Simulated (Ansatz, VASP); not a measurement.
Two plane-wave programs on Ir

```
CELL_PARAMETERS angstrom
1.94295 -1.94150 0.00000
1.94295 1.94150 0.00000
0.00000 0.00000 7.68171
ATOMIC_POSITIONS crystal
Ir 0.75000 0.25000 0.12499
Ir 0.75000 0.25000 0.62499
Ir 0.25000 0.75000 0.87501
Ir 0.25000 0.75000 0.37501
```

Alike in both runs: functional PBE; k mesh 6 × 6 × 4; occupations gaussian, width 0.1 eV; no spin polarisation.

Ansatz relaxed the structure, and its values are those at the end. VASP's run is a single point on that final structure, the one shown.

|  | VASP | Ansatz |
| --- | --- | --- |
| version | VASP 6.6.1 | Ansatz 0.2.0 |
| potentials or method | VASP PAW PBE potentials, release 64 (Ir), cutoff 520 eV | scalar-relativistic, plane waves, PAW |
| valence electrons in the cell | 36 | 68 |

VASP gave:

* gap on the k mesh at the Fermi level (eV): none
* pressure (GPa): 0.6

Q: Estimate Ansatz's values.

A: gap on the k mesh at the Fermi level (eV): none; pressure (GPa): 0.1.

A gap of «none» marks a metal or a gap that the smearing closes. VASP's potentials hold 36 valence electrons a cell and Ansatz's 68, so a difference there can come from the potentials and not from the codes.

The k mesh is coarse, so the values compare programs but aren't converged. Neither program's run includes spin-orbit coupling.
